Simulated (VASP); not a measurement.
# As in VASP: notebook

Runs on As. Level: PBEsol. Tasks: single point.

Everything below comes from runs of VASP 6.6.1. Logs are shortened: lines on timing, memory, paths and dates and some standing lists are left out, and cuts for length are marked.

## Step 1: The cell of the first run

Symmetry: Cmce, No. 64, orthorhombic system. Conventional cell: a = 3.652 Å, b = 11.387 Å, c = 4.740 Å, α = 90.00°, β = 90.00°, γ = 90.00°. Within 3.3 Å of As (site symmetry m) lie 3 As at 2.48 Å.

## Step 2: Single point, PBEsol

File INCAR:

```
SYSTEM = As
ALGO     = Normal         ! electronic algorithm
EDIFF    = 1E-7           ! SCF threshold, eV
ENCUT    = 520            ! plane-wave cutoff, eV
GGA      = PS             ! functional
ISIF     = 2              ! what is computed and relaxed
ISMEAR   = 0              ! smearing method
LASPH    = .TRUE.         ! aspherical terms in the spheres
LCHARG   = .FALSE.        ! write CHGCAR
LREAL    = .FALSE.        ! projectors in reciprocal space
LWAVE    = .FALSE.        ! write WAVECAR
NBANDS   = 18             ! bands
NELM     = 80             ! most SCF steps
PREC     = Accurate       ! precision mode
SIGMA    = 0.15           ! smearing width, eV
```

File KPOINTS:

```
k-points
0
G
  11 11 8
  0 0 0
```

File POSCAR:

```
As
1.0
    1.8259429108     -5.6934005771      0.0000000000
    1.8259429108      5.6934005771      0.0000000000
    0.0000000000      0.0000000000      4.7398728700
As
4
Direct
    0.1045582800      0.8954417200      0.0735437500
    0.8954417200      0.1045582800      0.9264562500
    0.3954417200      0.6045582800      0.5735437500
    0.6045582800      0.3954417200      0.4264562500
```

Potentials or basis: VASP PAW PBE potentials, release 64 (As).

Launch:

```
$ cat potpaw_PBE.64/As/POTCAR > POTCAR
$ mpirun -np 1 vasp_std > vasp.out
```

OUTCAR:

```text
SYSTEM = As
   EDIFF = 1E-7
   ENCUT = 520
   GGA = PS
   ISIF = 2
   ISMEAR = 0
   LASPH = .TRUE.
   LREAL = .FALSE.
   NELM = 80
   PREC = Accurate

 ion  position               nearest neighbor table
   1  0.105  0.895  0.074-   4 2.48   4 2.48   2 2.48
   2  0.895  0.105  0.926-   3 2.48   3 2.48   1 2.48
   3  0.395  0.605  0.574-   2 2.48   2 2.48   4 2.48
   4  0.605  0.395  0.426-   1 2.48   1 2.48   3 2.48

  LATTYP: Found a base centered orthorhombic cell.
 ALAT       =     3.6518858216
 B/A-ratio  =     3.1180605612
 C/A-ratio  =     1.2979247166

  Lattice vectors:

 A1 = (   1.8259429108,  -5.6934005771,   0.0000000000)
 A2 = (   1.8259429108,   5.6934005771,   0.0000000000)
 A3 = (   0.0000000000,   0.0000000000,   4.7398728700)

Analysis of symmetry for initial positions (statically):
=====================================================================
 Subroutine PRICEL returns:
 Original cell was already a primitive cell.

 Routine SETGRP: Setting up the symmetry group for a
 base centered orthorhombic supercell.

 Subroutine GETGRP returns: Found  8 space group operations
 (whereof  4 operations were pure point group operations)
 out of a pool of  8 trial point group operations.

The static configuration has the point symmetry C_2h.
 The point group associated with its full space group is D_2h.

Analysis of symmetry for dynamics (positions and initial velocities):
=====================================================================
 Subroutine PRICEL returns:
 Original cell was already a primitive cell.

 Routine SETGRP: Setting up the symmetry group for a
 base centered orthorhombic supercell.

 Subroutine GETGRP returns: Found  8 space group operations
 (whereof  4 operations were pure point group operations)
 out of a pool of  8 trial point group operations.

The dynamic configuration has the point symmetry C_2h.
 The point group associated with its full space group is D_2h.

 Subroutine INISYM returns: Found  8 space group operations
 (whereof  4 operations are pure point group operations),
 and found     1 'primitive' translations

----------------------------------------------------------------------------------------

                                     Primitive cell

  volume of cell :      98.5498

  direct lattice vectors                    reciprocal lattice vectors
     1.825942911 -5.693400577  0.000000000     0.273831124 -0.087820977  0.000000000
     1.825942911  5.693400577  0.000000000     0.273831124  0.087820977  0.000000000
     0.000000000  0.000000000  4.739872870     0.000000000  0.000000000  0.210976123

  length of vectors
     5.979036515  5.979036515  4.739872870     0.287569137  0.287569137  0.210976123

  position of ions in fractional coordinates (direct lattice)
     0.104558280  0.895441720  0.073543750
     0.895441720  0.104558280  0.926456250
     0.395441720  0.604558280  0.573543750
     0.604558280  0.395441720  0.426456250

  ion indices of the primitive-cell ions
   primitive index   ion index
                 1           1
                 2           2
                 3           3
                 4           4

----------------------------------------------------------------------------------------

 KPOINTS: k-points

Automatic generation of k-mesh.
 Grid dimensions read from file:
 generate k-points for:   11   11    8

 Generating k-lattice:

  Cartesian coordinates                     Fractional coordinates (reciprocal lattice)
     0.024893739 -0.007983725  0.000000000     0.090909091  0.000000000  0.000000000
     0.024893739  0.007983725  0.000000000     0.000000000  0.090909091  0.000000000
     0.000000000  0.000000000  0.026372015     0.000000000  0.000000000  0.125000000

  Length of vectors
     0.026142649  0.026142649  0.026372015

  Shift w.r.t. Gamma in fractional coordinates (k-lattice)
     0.000000000  0.000000000  0.000000000

 Subroutine IBZKPT returns following result:
 ===========================================

 Found    180 irreducible k-points:

 Following reciprocal coordinates:
            Coordinates               Weight
  0.000000  0.000000  0.000000      1.000000
  0.090909 -0.000000  0.000000      4.000000
  0.181818 -0.000000  0.000000      4.000000
  0.272727 -0.000000  0.000000      4.000000
  0.363636 -0.000000  0.000000      4.000000
  0.454545  0.000000  0.000000      4.000000
[... 16 lines left out ...]
 -0.272727  0.181818  0.000000      4.000000
 -0.181818  0.181818  0.000000      2.000000
 [... further k-points ...]
   k-points           NKPTS =    180   k-points in BZ     NKDIM =    180   number of bands    NBANDS=     18
   number of dos      NEDOS =    301   number of ions     NIONS =      4
   total plane-waves  NPLWV =  82944
   dimension x,y,z NGX =    48 NGY =   48 NGZ =   36
   dimension x,y,z NGXF=    96 NGYF=   96 NGZF=   72
   ions per type =               4
   NGX,Y,Z   is equivalent  to a cutoff of  13.35, 13.35, 12.63 a.u.
   NGXF,Y,Z  is equivalent  to a cutoff of  26.69, 26.69, 25.25 a.u.
 SYSTEM =  As
   PREC   = accura    normal or accurate (medium, high low for compatibility)
   ISTART =      0    job   : 0-new  1-cont  2-samecut
   ICHARG =      2    charge: 1-file 2-atom 10-const
   ISPIN  =      1    spin polarized calculation?
   LNONCOLLINEAR =      F non collinear calculations
   LSORBIT =      F    spin-orbit coupling
   LASPH  =      T    aspherical Exc in radial PAW
   ENCUT  =  520.0 eV  38.22 Ry    6.18 a.u.  11.12 11.12  8.81*2*pi/ulx,y,z
   NELM   =     80;   NELMIN=  2; NELMDL= -5     # of ELM steps
   EDIFF  = 0.1E-06   stopping-criterion for ELM
   LREAL  =      F    real-space projection
   EDIFFG = 0.1E-05   stopping-criterion for IOM
   NSW    =      0    number of steps for IOM
   IBRION =     -1    ionic relax: 0-MD 1-quasi-New 2-CG
   NFREE  =      0    steps in history (QN), initial steepest desc. (CG)
   ISIF   =      2    stress and relaxation
   ISYM   =      2    0-nonsym 1-usesym 2-fastsym
   POTIM  = 0.5000    time-step for ionic-motion
   TEBEG  =    0.0;   TEEND  =   0.0 temperature during run
   PSTRESS=    0.0 pullay stress
   NELECT =      20.0000    total number of electrons
   NUPDOWN=      -1.0000    fix difference up-down
   EMIN   =  10.00;   EMAX   =-10.00  energy-range for DOS
   EFERMI =   0.00;   METHOD = LEGACY
   ISMEAR =     0;   SIGMA  =   0.15  broadening in eV -4-tet -1-fermi 0-gaus
   EFERMI_NEDOS =   21; number of points for ismear=-14 and -15
   IALGO  =     38    algorithm
   IMIX   =      4    mixing-type and parameters
     AMIX     =   0.40;   BMIX     =  1.00
     AMIX_MAG =   1.60;   BMIX_MAG =  1.00
  volume/ion in A,a.u.               =      24.64       166.26
  Fermi-wavevector in a.u.,A,eV,Ry     =   0.962054  1.818019 12.592854  0.925549
  Thomas-Fermi vector in A             =   2.091480
   LORBIT       =      0    0 simple, 1 ext, 2 COOP (PROOUT), +10 PAW based schemes
   GGA     = PS    functional components
   LHFCALC =     F    Hartree Fock is set to
   AEXX    =    0.0000 exact exchange contribution
   IVDW    =     0    specifies the selected vdW correction
   LEPSILON=     F    determine dielectric tensor
   LRPA    =     F    only Hartree local field effects (RPA)
 non-spin polarized calculation
 Gauss-broadening in eV      SIGMA  =   0.15
  energy-cutoff  :      520.00
  volume of cell :       98.55
 maximum number of plane-waves:      2670
 NGX is ok and might be reduce to    48
   NGX = 23   NGY = 23   NGZ = 17

 number of electron      20.0000001 magnetization

 Free energy of the ion-electron system (eV)
  ---------------------------------------------------
  ext. energy  EPLUGINS =         0.00000000
  ---------------------------------------------------
  free energy    TOTEN  =       -20.14992724 eV

  energy without entropy =      -20.14885739  energy(sigma->0) =      -20.14939231

 E-fermi :   3.9496     XC(G=0):  -9.4121

 val. band max:        3.9392904178   @ k =  -0.4545   0.4545   0.0000
 cond. band min:       3.9651801352   @ k =   0.4545   0.4545   0.0000
 fundamental gap:      0.0258897174
 Fermi energy:         3.9495968742

 k-point     1 :       0.0000    0.0000    0.0000
  band No.  band energies     occupation
      1     -10.7148      2.00000
      2      -8.2872      2.00000
      3      -5.7518      2.00000
      4      -2.3532      2.00000
      5      -1.7921      2.00000
      6      -0.0862      2.00000
[... 10 lines left out ...]
     17      11.2933      0.00000
     18      11.4290      0.00000

 k-point     2 :       0.0909   -0.0000    0.0000
  band No.  band energies     occupation
      1     -10.6303      2.00000
      2      -8.2111      2.00000
      3      -5.8222      2.00000
      4      -2.5304      2.00000
      5      -1.7039      2.00000
      6      -0.0111      2.00000
[... 10 lines left out ...]
     17      10.5024      0.00000
     18      11.1587      0.00000

 k-point     3 :       0.1818   -0.0000    0.0000
  band No.  band energies     occupation
      1     -10.3789      2.00000
      2      -7.9832      2.00000
      3      -6.0642      2.00000
      4      -3.0573      2.00000
      5      -1.4448      2.00000
      6      -0.1300      2.00000
[... 10 lines left out ...]
     17       9.5447      0.00000
     18      10.9269      0.00000

 k-point     4 :       0.2727   -0.0000    0.0000
  band No.  band energies     occupation
      1      -9.9670      2.00000
      2      -7.6047      2.00000
      3      -6.5285      2.00000
      4      -3.8497      2.00000
      5      -1.0365      2.00000
      6      -0.5210      2.00000
[... 10 lines left out ...]
     17      10.2459      0.00000
     18      10.8181      0.00000

 k-point     5 :       0.3636   -0.0000    0.0000
  band No.  band energies     occupation
      1      -9.4079      2.00000
      2      -7.1954      2.00000
      3      -7.0790      2.00000
      4      -4.7478      2.00000
      5      -0.5476      2.00000
      6      -0.5462      2.00000
[... 10 lines left out ...]
     17      10.8737      0.00000
     18      10.9721      0.00000

 k-point     6 :       0.4545    0.0000    0.0000
  band No.  band energies     occupation
      1      -8.7258      2.00000
      2      -7.9638      2.00000
      3      -6.4138      2.00000
      4      -5.6254      2.00000
      5      -0.3240      2.00000
      6      -0.2073      2.00000
[... 307 lines left out ...]
 k-point    21 :      -0.4545    0.1818    0.0000
  band No.  band energies     occupation
      1      -9.8654      2.00000
      2      -7.8388      2.00000
      3      -6.5454      2.00000
      4      -3.7783      2.00000
      5      -0.6151      2.00000
      6      -0.5523      2.00000
[... 10 lines left out ...]
     17      10.1941      0.00000
     18      10.5118      0.00000

 k-point    22 :      -0.3636    0.1818    0.0000
  band No.  band energies     occupation
      1     -10.2861      2.00000
      2      -8.2001      2.00000
      3      -6.0447      2.00000
      4      -3.1080      2.00000
      5      -1.0767      2.00000
      6      -0.1797      2.00000
[... 10 lines left out ...]
     17       9.6824      0.00000
     18      10.0204      0.00000

 k-point    23 :      -0.2727    0.1818    0.0000
  band No.  band energies     occupation
      1     -10.5546      2.00000
      2      -8.3917      2.00000
      3      -5.7855      2.00000
      4      -2.6670      2.00000
      5      -1.4125      2.00000
      6       0.0427      2.00000
[... 10 lines left out ...]
     17       9.8258      0.00000
     18      10.6595      0.00000

 k-point    24 :      -0.1818    0.1818    0.0000
  band No.  band energies     occupation
      1     -10.6617      2.00000
      2      -8.4163      2.00000
      3      -5.7209      2.00000
      4      -2.4793      2.00000
      5      -1.5902      2.00000
      6      -0.0216      2.00000
[... 10 lines left out ...]
     17       9.9378      0.00000
     18      11.3955      0.00000

 [... further k-points ...]

------------------------ aborting loop because EDIFF is reached ----------------------------------------

  FORCE on cell =-STRESS in cart. coord.  units (eV):
  Direction    XX          YY          ZZ          XY          YZ          ZX
  --------------------------------------------------------------------------------------
  -------------------------------------------------------------------------------------
  Total       -0.5020648     -0.3816847     -0.5509758      0.0000000      0.0000000      0.0000000
  in kB       -8.1623411     -6.2052553     -8.9575133      0.0000000      0.0000000      0.0000000
  external PRESSURE =      -7.7750366 kB  Pullay stress =       0.0000000 kB

 VOLUME and BASIS-vectors are now :
 -----------------------------------------------------------------------------
  energy-cutoff  :      520.00
  volume of cell :       98.55
      direct lattice vectors                 reciprocal lattice vectors
     1.825942911 -5.693400577  0.000000000     0.273831124 -0.087820977  0.000000000
     1.825942911  5.693400577  0.000000000     0.273831124  0.087820977  0.000000000
     0.000000000  0.000000000  4.739872870     0.000000000  0.000000000  0.210976123

 POSITION                                       TOTAL-FORCE (eV/Angst)
 -----------------------------------------------------------------------------------
      1.82594      4.50282      0.34859         0.000000     -0.142329     -0.205769
      1.82594     -4.50282      4.39128         0.000000      0.142329      0.205769
      1.82594      1.19058      2.71852         0.000000      0.142329     -0.205769
      1.82594     -1.19058      2.02135         0.000000     -0.142329      0.205769
 -----------------------------------------------------------------------------------
    total drift:                               -0.000000     -0.000000     -0.000000

  FREE ENERGIE OF THE ION-ELECTRON SYSTEM (eV)
  ---------------------------------------------------
  free  energy   TOTEN  =       -20.1499272390 eV

  energy  without entropy=      -20.1488573895  energy(sigma->0) =      -20.14939231
```

Wall time 2.6 min (1 thread of Intel Xeon 6975P-C (Granite Rapids), shared host); peak memory 0.44 GiB.

What came out:

```yaml
Free_energy: -20.1499 eV
Pressure: -0.8 GPa
Largest_force: 0.250 eV/Å
Band_gap_on_the_k_mesh: 0.03 eV, indirect (least direct gap 0.05 eV)
```

Forces on the atoms (eV/Å):
```
As   0.000 -0.142 -0.206
As   0.000  0.142  0.206
As   0.000  0.142 -0.206
As   0.000 -0.142  0.206
```

Levels at points of the mesh, in eV from the valence-band top:
```
           k point  band 8  band 9  band 10  band 11  band 12  band 13
(0.00, 0.00, 0.00)   -2.21   -1.79    -1.06     1.32     1.61     2.08
(0.00, 0.00, 0.50)   -2.22   -0.98    -0.98     0.88     0.88     2.51
```

Caveat: the PAW data sets were made with another functional, which shifts forces and pressure a little. A k mesh can miss the band edges.

(Continued in part 2 of 2.)
